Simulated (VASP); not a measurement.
**Zn2GaCu5Ge2Se10: single point with PBE**

Zn2GaCu5Ge2Se10:

```
Cu Zn Ga Ge Se
1.0
     2.85898    2.87965    5.75802
    -2.81112   -2.79337    5.69064
     8.50656   -5.64071    2.85513
Cu Zn Ga Ge Se
5 2 1 2 10
Direct
  0.20072 0.98153 0.60414
  0.60675 0.98947 0.80259
  0.00842 0.99233 0.99713
  0.80227 0.97093 0.40236
  0.50472 0.51125 0.99422
  0.08884 0.52319 0.81255
  0.40745 0.97769 0.18901
  0.90291 0.51061 0.19018
  0.29223 0.51260 0.40024
  0.68399 0.51417 0.61041
  0.56479 0.88844 0.60358
  0.47479 0.36456 0.80378
  0.96674 0.89108 0.80244
  0.37221 0.87860 0.99037
  0.77675 0.88327 0.19733
  0.70072 0.35426 0.40013
  0.16178 0.89362 0.40166
  0.06385 0.36588 0.60833
  0.87012 0.36732 0.00231
  0.28168 0.37516 0.18784
```

- Program: VASP 6.6.1
- Task: single point
- Functional: PBE
- Potentials or basis: VASP PAW PBE potentials, release 64 (Cu, Zn, Ga_d, Ge_d, Se)
- Cutoff: 520 eV
- k mesh: 3 × 3 × 2
- Occupations: gaussian, width 0.1 eV
- Spin: no spin polarisation

```json
{
  "Pressure": "0.2 GPa",
  "Largest force": "0.034 eV/Å",
  "Band gap on the k mesh": "zero (bands 90 and 91 overlap by 0.37 eV)"
}
```

Forces on the atoms (eV/Å):
```
Cu   0.004  0.004 -0.008
Cu   0.010  0.013 -0.012
Cu   0.018  0.000 -0.012
Cu  -0.003  0.000  0.004
Cu   0.001 -0.015 -0.017
Zn  -0.001  0.002 -0.010
Zn   0.007 -0.021 -0.003
Ga   0.001 -0.009  0.017
Ge   0.000 -0.001  0.023
Ge  -0.011  0.009  0.017
Se   0.021  0.007 -0.011
Se  -0.016  0.006  0.012
Se  -0.008 -0.005  0.006
Se  -0.014  0.015 -0.003
Se   0.012  0.012 -0.002
Se   0.008 -0.012 -0.003
Se  -0.004  0.019  0.013
Se  -0.008 -0.026 -0.020
Se  -0.005  0.000  0.007
Se  -0.013  0.001  0.000
```

Levels at points of the mesh, in eV from the Fermi level:
```tsv
k point	band 88	band 89	band 90	band 91	band 92	band 93
(0.00, 0.00, 0.00)	-0.57	0.14	0.27	0.36	0.46	1.35
(0.00, 0.00, 0.50)	-0.41	-0.23	-0.15	0.18	0.34	1.11
```

Run time: 48 min on 1 thread of Intel(R) Xeon(R) Platinum 8375C CPU @ 2.90GHz (Ice Lake), with other jobs on the host, peak memory 0.71 GiB.

Caveat: semilocal functionals underestimate gaps, and a narrow one can read as zero. With open d or f shells a metallic result of PBE can be an artefact of self-interaction; +U or a hybrid may open a gap.
